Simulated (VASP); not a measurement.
Here is a VASP 6.6.1 calculation.

File INCAR:

```
PREC = Accurate ; ENCUT = 520
EDIFF = 1E-7 ; ISMEAR = -1
SIGMA = 0.2499 ; LREAL = Auto
LASPH = True ; NELM = 100
ALGO = Normal ; ISIF = 2
LWAVE = False ; LCHARG = False
GGA = PE ; ISYM = 0
NBANDS = 134
```

KPOINTS

```
Automatic mesh
0
Gamma
  1 1 1
  0.25 0.25 0.25
```

Contents of POSCAR:

```
HfTi9
1.0
    7.2123050000      0.3730170000      0.2320640000
    0.3730170000      7.2034180000     -0.0335060000
    0.2320640000     -0.0335060000      7.4116840000
Ti Hf
18 2
Direct
    0.5268730567      0.3887968663      0.5983391573
    0.8524166533      0.6796407648      0.7075873479
    0.0751566845      0.6020592455      0.1425155790
    0.7114886888      0.4129254537      0.8727995647
   -0.0830241319      0.9461274000      0.3467955267
    0.9187386635      0.0880297579      0.9310058761
    0.5829618615      0.0529130986      0.7958828850
    0.4942125658      0.8354930900      0.4348072701
    0.4096427818      0.4968403581      0.1110099662
    0.0262320221      0.3065023288      0.1652952499
    0.1926189714      0.3380808882      0.8540890045
    0.6932611588      0.7989887398      0.0959549758
    0.1644308788      0.9246351327      0.6672199378
    0.7625766422      0.4613411360      0.2934129558
    0.4207342961      0.6910142004      0.8241859526
    0.6054960042      0.2132415383      0.1865408787
    0.2180735411      0.5461603443      0.4990865275
    0.9086880430      0.2884910998      0.5407111799
    0.2978000343      0.9557897621      0.0508760256
    0.2629271731      0.1626503113      0.4453974063
```

Potentials or basis: VASP PAW PBE potentials, release 64 (Ti_sv, Hf_pv).

Launch:

```bash
$ cat potpaw_PBE.64/Ti_sv/POTCAR potpaw_PBE.64/Hf_pv/POTCAR > POTCAR
$ mpirun -np 1 vasp_std > vasp.out
```

Estimate the band gap on the k mesh.

0.06 eV.

Predict the largest force.

3.878 eV/Å.

Predict the pressure.

0.4 GPa.

Forces on the atoms (eV/Å):
```
Ti  -0.227 -0.022 -0.716
Ti   0.202  0.741 -0.559
Ti  -0.283  3.583 -0.699
Ti   1.011 -0.023  1.567
Ti  -0.038  0.112  0.244
Ti  -0.336 -1.140 -0.097
Ti  -0.086 -0.259 -0.768
Ti   0.436 -0.868  0.339
Ti   0.051  0.140  1.089
Ti   1.026 -2.599  0.051
Ti   0.696 -0.164 -1.941
Ti  -0.179  0.077 -0.863
Ti  -0.449 -0.825  0.507
Ti  -1.576  3.434  0.874
Ti   0.349 -0.170 -1.480
Ti  -0.132 -3.289  0.119
Ti  -0.680  0.558 -0.503
Ti   0.237 -0.797  1.797
Hf  -1.048  0.650  1.928
Hf   1.027  0.861 -0.887
```

Caveat: the k points lie up to 0.88 Å⁻¹ apart; spin-orbit coupling is left out, which moves the levels of the heavy elements.
